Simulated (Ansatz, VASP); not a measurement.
**Two plane-wave programs on WSe2**

```
W Se
1.0
     3.27025    0.00000    0.00000
    -1.63513    2.83212    0.00000
     0.00000    0.00000   16.32799
W Se
1 2
Direct
  0.00000 0.00000 0.00000
  0.33333 0.66667 0.10246
  0.33333 0.66667 0.89754
```

Change from the starting cell: strain along c alone, the other axes held, atoms relaxed: -2.0 %.

Alike in both runs: functional PBEsol; k mesh 12 × 12 × 2; occupations gaussian, width 0.02 eV; no spin polarisation.

Ansatz relaxed the structure, and its values are those at the end. VASP's run is a single point on that final structure, the one shown.

|  | VASP | Ansatz |
| --- | --- | --- |
| version | VASP 6.6.1 | Ansatz 0.2.0 |
| potentials or method | VASP PAW PBE potentials, release 64 (W_sv, Se), cutoff 520 eV | scalar-relativistic, plane waves, PAW |
| valence electrons in the cell | 26 | 46 |

```tsv
	VASP	Ansatz	Ansatz less VASP
gap on the k mesh at the Fermi level (eV)	1.69	1.69	-0.001
least direct gap on the mesh (eV)	1.69	1.69	+0.003
rms of the force components (eV/Å)	0.027	0.002	-0.0246
```

VASP's potentials were made for PBE, not for PBEsol. VASP's potentials hold 26 valence electrons a cell and Ansatz's 46, so a difference there can come from the potentials and not from the codes. Ansatz's warnings: stress scf threshold loose.

Neither program's run includes spin-orbit coupling.
